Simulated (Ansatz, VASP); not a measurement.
# MgSn6N: VASP beside Ansatz

```
Mg Sn N
1.0
     3.09182    0.00000    0.00000
     0.00000    3.09182    0.00000
     0.00000    0.00000   20.24533
Mg Sn N
1 6 1
Direct
  0.00000 0.00000 0.00000
  0.50000 0.50000 0.57689
  0.50000 0.50000 0.42311
  0.50000 0.50000 0.11767
  0.50000 0.50000 0.88233
  0.00000 0.00000 0.72435
  0.00000 0.00000 0.27565
  0.50000 0.50000 0.00000
```

Alike in both runs: functional PBE; k mesh 5 × 5 × 1; occupations gaussian, width 0.2 eV; no spin polarisation.

Ansatz relaxed the structure, and its values are those at the end. VASP's run is a single point on that final structure, the one shown.

|  | VASP | Ansatz |
| --- | --- | --- |
| version | VASP 6.6.1 | Ansatz 0.2.0 |
| potentials or method | VASP PAW PBE potentials, release 64 (Mg, Sn_d, N), cutoff 520 eV | scalar-relativistic, plane waves, PAW |
| valence electrons in the cell | 91 | 99 |

```tsv
	VASP	Ansatz	Ansatz less VASP
gap on the k mesh at the Fermi level (eV)	none	none	-
pressure (GPa)	-0.1	0.0	+0.09
rms of the force components (eV/Å)	0.012	0.011	-0.0006
```

A gap of «none» marks a metal or a gap that the smearing closes. VASP's potentials hold 91 valence electrons a cell and Ansatz's 99, so a difference there can come from the potentials and not from the codes.

The k mesh is coarse, so the values compare programs but aren't converged.
